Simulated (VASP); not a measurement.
# Ti3C in VASP: relaxation of the atoms with PBE

Aim: the relaxation of the atoms of Ti3C with PBE.

Everything below comes from runs of VASP 6.6.1. Logs are shortened: lines on timing, memory, paths and dates and some standing lists are left out, and cuts for length are marked.

## Step 1: The cell of the first run

The cell holds a slab with vacuum, 4 atoms: a = 2.908 Å, b = 2.908 Å, c = 19.994 Å, α = 90.00°, β = 90.00°, γ = 120.00°.

## Step 2: Relaxation of the atoms, PBE

INCAR

```
  PREC = Accurate
  ENCUT = 520
  EDIFF = 1E-6
  ISMEAR = 0
  SIGMA = 0.1
  LREAL = False
  LASPH = True
  NELM = 100
  ALGO = Fast
  ISIF = 2
  LWAVE = False
  LCHARG = False
  LDIPOL = True
  IDIPOL = 3
  DIPOL = 0.5 0.5 0.359
  GGA = PE
  IBRION = 2
  NSW = 36
  EDIFFG = -0.025
```

KPOINTS

```
regular mesh
0
Gamma
  9 9 1
```

POSCAR

```
Ti3C
1.0
    2.9075446924      0.0000000000      0.0000000000
   -1.4537723462      2.5180075663      0.0000000000
    0.0000000000      0.0000000000     19.9935258682
Ti C
3 1
Selective dynamics
Direct
    0.6666666667      0.3333333333      0.2000647623  F F F
    0.3333333333      0.6666666667      0.3124429313  F F F
    0.0000000000      0.0000000000      0.4248138084  F F F
    0.1666666667      0.6666666667      0.4998380943  F F T
```

Potentials or basis: VASP PAW PBE potentials, release 64 (Ti_sv, C).

On the command line:

```console
$ cat potpaw_PBE.64/Ti_sv/POTCAR potpaw_PBE.64/C/POTCAR > POTCAR
$ mpirun -np 1 vasp_std > vasp.out
```

OUTCAR:

```text
PREC = Accurate
   ENCUT = 520
   EDIFF = 1E-6
   ISMEAR = 0
   LREAL = False
   LASPH = True
   NELM = 100
   ISIF = 2
   GGA = PE
   IBRION = 2
   NSW = 36
   EDIFFG = -0.025

 ion  position               nearest neighbor table
   1  0.667  0.333  0.200-   2 2.80   2 2.80   2 2.80
   2  0.333  0.667  0.312-   3 2.80   3 2.80   3 2.80   1 2.80   1 2.80   1 2.80
   3  0.000  0.000  0.425-   4 1.97   4 2.30   2 2.80   2 2.80   2 2.80
   4  0.167  0.667  0.500-   3 1.97   3 2.30

  LATTYP: Found a hexagonal cell.
 ALAT       =     2.9075446924
 C/A-ratio  =     6.8764294219

  Lattice vectors:

 A1 = (   2.9075446924,   0.0000000000,   0.0000000000)
 A2 = (  -1.4537723462,   2.5180075663,   0.0000000000)
 A3 = (   0.0000000000,   0.0000000000,  19.9935258682)

Analysis of symmetry for initial positions (statically):
=====================================================================
 Subroutine PRICEL returns:
 Original cell was already a primitive cell.

 Routine SETGRP: Setting up the symmetry group for a
 hexagonal supercell.

 Subroutine GETGRP returns: Found  1 space group operations
 (whereof  1 operations were pure point group operations)
 out of a pool of 24 trial point group operations.

The static configuration has the point symmetry C_1 .

Analysis of symmetry for dynamics (positions and initial velocities):
=====================================================================
 Subroutine PRICEL returns:
 Original cell was already a primitive cell.

 Routine SETGRP: Setting up the symmetry group for a
 hexagonal supercell.

 Subroutine GETGRP returns: Found  1 space group operations
 (whereof  1 operations were pure point group operations)
 out of a pool of 24 trial point group operations.

The dynamic configuration has the point symmetry C_1 .

Analysis of constrained symmetry for selective dynamics:
=====================================================================
 Subroutine PRICEL returns:
 Original cell was already a primitive cell.

 Routine SETGRP: Setting up the symmetry group for a
 hexagonal supercell.

 Subroutine GETGRP returns: Found  1 space group operations
 (whereof  1 operations were pure point group operations)
 out of a pool of 24 trial point group operations.

The constrained configuration has the point symmetry C_1 .

 Subroutine INISYM returns: Found  1 space group operations
 (whereof  1 operations are pure point group operations),
 and found     1 'primitive' translations

----------------------------------------------------------------------------------------

                                     Primitive cell

  volume of cell :     146.3770

  direct lattice vectors                    reciprocal lattice vectors
     2.907544692  0.000000000  0.000000000     0.343932804  0.198569697  0.000000000
    -1.453772346  2.518007566  0.000000000     0.000000000  0.397139394  0.000000000
     0.000000000  0.000000000 19.993525868     0.000000000  0.000000000  0.050016191

  length of vectors
     2.907544692  2.907544692 19.993525868     0.397139394  0.397139394  0.050016191

  position of ions in fractional coordinates (direct lattice)
     0.666666667  0.333333333  0.200064762
     0.333333333  0.666666667  0.312442931
     0.000000000  0.000000000  0.424813808
     0.166666667  0.666666667  0.499838094

  ion indices of the primitive-cell ions
   primitive index   ion index
                 1           1
                 2           2
                 3           3
                 4           4

----------------------------------------------------------------------------------------

 KPOINTS: regular mesh

Automatic generation of k-mesh.
 Grid dimensions read from file:
 generate k-points for:    9    9    1

 Generating k-lattice:

  Cartesian coordinates                     Fractional coordinates (reciprocal lattice)
     0.038214756  0.022063300  0.000000000     0.111111111  0.000000000  0.000000000
     0.000000000  0.044126599  0.000000000     0.000000000  0.111111111  0.000000000
     0.000000000  0.000000000  0.050016191     0.000000000  0.000000000  1.000000000

  Length of vectors
     0.044126599  0.044126599  0.050016191

  Shift w.r.t. Gamma in fractional coordinates (k-lattice)
     0.000000000  0.000000000  0.000000000

 Subroutine IBZKPT returns following result:
 ===========================================

 Found     41 irreducible k-points:

 Following reciprocal coordinates:
            Coordinates               Weight
  0.000000  0.000000  0.000000      1.000000
  0.111111 -0.000000  0.000000      2.000000
  0.000000  0.111111  0.000000      2.000000
 -0.111111  0.111111  0.000000      2.000000
  0.222222  0.000000  0.000000      2.000000
  0.000000  0.222222  0.000000      2.000000
[... 16 lines left out ...]
  0.333333  0.111111  0.000000      2.000000
 -0.111111  0.444444  0.000000      2.000000
 [... further k-points ...]
   k-points           NKPTS =     41   k-points in BZ     NKDIM =     41   number of bands    NBANDS=     24
   number of dos      NEDOS =    301   number of ions     NIONS =      4
   total plane-waves  NPLWV =  86400
   dimension x,y,z NGX =    24 NGY =   24 NGZ =  150
   dimension x,y,z NGXF=    48 NGYF=   48 NGZF=  300
   ions per type =               3   1
   NGX,Y,Z   is equivalent  to a cutoff of  13.72, 13.72, 12.47 a.u.
   NGXF,Y,Z  is equivalent  to a cutoff of  27.45, 27.45, 24.94 a.u.
 SYSTEM =  unknown system
   PREC   = accura    normal or accurate (medium, high low for compatibility)
   ISTART =      0    job   : 0-new  1-cont  2-samecut
   ICHARG =      2    charge: 1-file 2-atom 10-const
   ISPIN  =      1    spin polarized calculation?
   LNONCOLLINEAR =      F non collinear calculations
   LSORBIT =      F    spin-orbit coupling
   LASPH  =      T    aspherical Exc in radial PAW
   ENCUT  =  520.0 eV  38.22 Ry    6.18 a.u.   5.41  5.41 37.17*2*pi/ulx,y,z
   NELM   =    100;   NELMIN=  2; NELMDL= -5     # of ELM steps
   EDIFF  = 0.1E-05   stopping-criterion for ELM
   LREAL  =      F    real-space projection
   EDIFFG = -.3E-01   stopping-criterion for IOM
   NSW    =     36    number of steps for IOM
   IBRION =      2    ionic relax: 0-MD 1-quasi-New 2-CG
   NFREE  =      1    steps in history (QN), initial steepest desc. (CG)
   ISIF   =      2    stress and relaxation
   ISYM   =      2    0-nonsym 1-usesym 2-fastsym
   POTIM  = 0.5000    time-step for ionic-motion
   TEBEG  =    0.0;   TEEND  =   0.0 temperature during run
   PSTRESS=    0.0 pullay stress
   NELECT =      40.0000    total number of electrons
   NUPDOWN=      -1.0000    fix difference up-down
   EMIN   =  10.00;   EMAX   =-10.00  energy-range for DOS
   EFERMI =   0.00;   METHOD = LEGACY
   ISMEAR =     0;   SIGMA  =   0.10  broadening in eV -4-tet -1-fermi 0-gaus
   EFERMI_NEDOS =   21; number of points for ismear=-14 and -15
   IALGO  =     68    algorithm
   IMIX   =      4    mixing-type and parameters
     AMIX     =   0.40;   BMIX     =  1.00
     AMIX_MAG =   1.60;   BMIX_MAG =  1.00
  volume/ion in A,a.u.               =      36.59       246.95
  Fermi-wavevector in a.u.,A,eV,Ry     =   1.062357  2.007564 15.355573  1.128603
  Thomas-Fermi vector in A             =   2.197805
   LORBIT       =      0    0 simple, 1 ext, 2 COOP (PROOUT), +10 PAW based schemes
   GGA     = PE    functional components
   LHFCALC =     F    Hartree Fock is set to
   AEXX    =    0.0000 exact exchange contribution
   IVDW    =     0    specifies the selected vdW correction
   LEPSILON=     F    determine dielectric tensor
   LRPA    =     F    only Hartree local field effects (RPA)
 conjugate gradient relaxation of ions
 non-spin polarized calculation
 RMM-DIIS sequential band-by-band and
 Gauss-broadening in eV      SIGMA  =   0.10
  energy-cutoff  :      520.00
  volume of cell :      146.38
 maximum number of plane-waves:      4011
 NGX is ok and might be reduce to    24
   NGX = 11   NGY = 11   NGZ = 75

--------------------------------------- Ionic step        1  -------------------------------------------

 number of electron      39.9999994 magnetization

 Free energy of the ion-electron system (eV)
  ---------------------------------------------------
  ext. energy  EPLUGINS =         0.00000000
  ---------------------------------------------------
  free energy    TOTEN  =       -28.06100826 eV

  energy without entropy =      -28.01941770  energy(sigma->0) =      -28.04021298

------------------------ aborting loop because EDIFF is reached ----------------------------------------

  FORCE on cell =-STRESS in cart. coord.  units (eV):
  Direction    XX          YY          ZZ          XY          YZ          ZX
  --------------------------------------------------------------------------------------
  -------------------------------------------------------------------------------------
  Total        0.2887391      0.0188609     -1.7247001     -0.6011329     -0.8121428      0.5882890
  in kB        3.1604094      0.2064426    -18.8777991     -6.5797331     -8.8893531      6.4391495
  external PRESSURE =      -5.1703157 kB  Pullay stress =       0.0000000 kB
[... 95 lines left out ...]
  FREE ENERGIE OF THE ION-ELECTRON SYSTEM (eV)
  ---------------------------------------------------
  free  energy   TOTEN  =       -28.3844326147 eV

  energy  without entropy=      -28.3523087523  energy(sigma->0) =      -28.36837068

 dipolmoment           0.000000      0.000000     -0.039255 electrons x Angstroem

--------------------------------------- Ionic step        4  -------------------------------------------

 number of electron      39.9999994 magnetization

------------------------ aborting loop because EDIFF is reached ----------------------------------------
[... 33 lines left out ...]
--------------------------------------- Ionic step        5  -------------------------------------------

 number of electron      39.9999994 magnetization

 dipolmoment           0.000000      0.000000      0.082122 electrons x Angstroem

 Free energy of the ion-electron system (eV)
  ---------------------------------------------------
  ext. energy  EPLUGINS =         0.00000000
  ---------------------------------------------------
  free energy    TOTEN  =       -28.39420613 eV

  energy without entropy =      -28.35946770  energy(sigma->0) =      -28.37683691

 E-fermi :  -0.1690     XC(G=0):  -5.4540

 val. band max:       -0.1738998960   @ k =   0.4444   0.4444   0.0000
 cond. band min:      -0.1685329186   @ k =  -0.1111   0.4444   0.0000
 fundamental gap:      0.0053669773
 Fermi energy:        -0.1689559965

 k-point     1 :       0.0000    0.0000    0.0000
  band No.  band energies     occupation
      1     -57.0458      2.00000
      2     -56.7544      2.00000
      3     -55.9972      2.00000
      4     -33.4660      2.00000
      5     -33.0145      2.00000
      6     -33.0006      2.00000
[... 637 lines left out ...]
     23       0.6129      0.00000
     24       1.1755      0.00000

 [... further k-points ...]

------------------------ aborting loop because EDIFF is reached ----------------------------------------

 vacuum level on the upper side and lower side of the slab       (xc-potential included)         0.973        -1.003

  FORCE on cell =-STRESS in cart. coord.  units (eV):
  Direction    XX          YY          ZZ          XY          YZ          ZX
  --------------------------------------------------------------------------------------
  -------------------------------------------------------------------------------------
  Total        2.8250284      3.6863478      1.5507229     -2.0613610     -2.2367274      2.7330316
  in kB       30.9215021     40.3491208     16.9735215    -22.5627388    -24.4822209     29.9145465
  external PRESSURE =      29.4147148 kB  Pullay stress =       0.0000000 kB
[... 19 lines left out ...]
  FREE ENERGIE OF THE ION-ELECTRON SYSTEM (eV)
  ---------------------------------------------------
  free  energy   TOTEN  =       -28.3942061325 eV

  energy  without entropy=      -28.3594676959  energy(sigma->0) =      -28.37683691

 reached required accuracy - stopping structural energy minimisation

 vacuum level on the upper side and lower side of the slab         6.367         4.338
```

Run time: 36 min. Hardware: 1 thread of Oxide Virtual Turin-like, shared host; peak memory 0.34 GiB.

What came out:

```yaml
Free_energy: -28.3942 eV
Energy_gained_by_relaxing: 83.3 meV/atom
Ionic_steps: 5
Band_gap_on_the_k_mesh: zero (bands 20 and 21 overlap by 0.90 eV)
```

Step by step:
```csv
step,energy change (eV),largest force on free atoms (eV/Å),pressure (GPa)
1,0.0000,1.8429,-0.52
2,-0.1540,1.5889,0.45
3,-0.3234,0.4922,3.58
4,-0.3319,0.1674,2.74
5,-0.3332,0.0113,2.94
```

Final structure:
```xyz
4
Lattice="2.9075 0.0000 0.0000 -1.4538 2.5180 0.0000 0.0000 0.0000 19.9935" Properties=species:S:1:pos:R:3 pbc="T T T"
Ti    1.4538    0.8393    4.0000
Ti    0.0000    1.6787    6.2468
Ti    0.0000    0.0000    8.4935
C    -0.4846    1.6787    9.7106
```

Levels at points of the mesh, in eV from the Fermi level:
```
           k point  band 17  band 18  band 19  band 20  band 21  band 22  band 23  band 24
(0.00, 0.00, 0.00)    -0.57    -0.30    -0.05     0.49     0.73     0.77     0.78     0.91
```
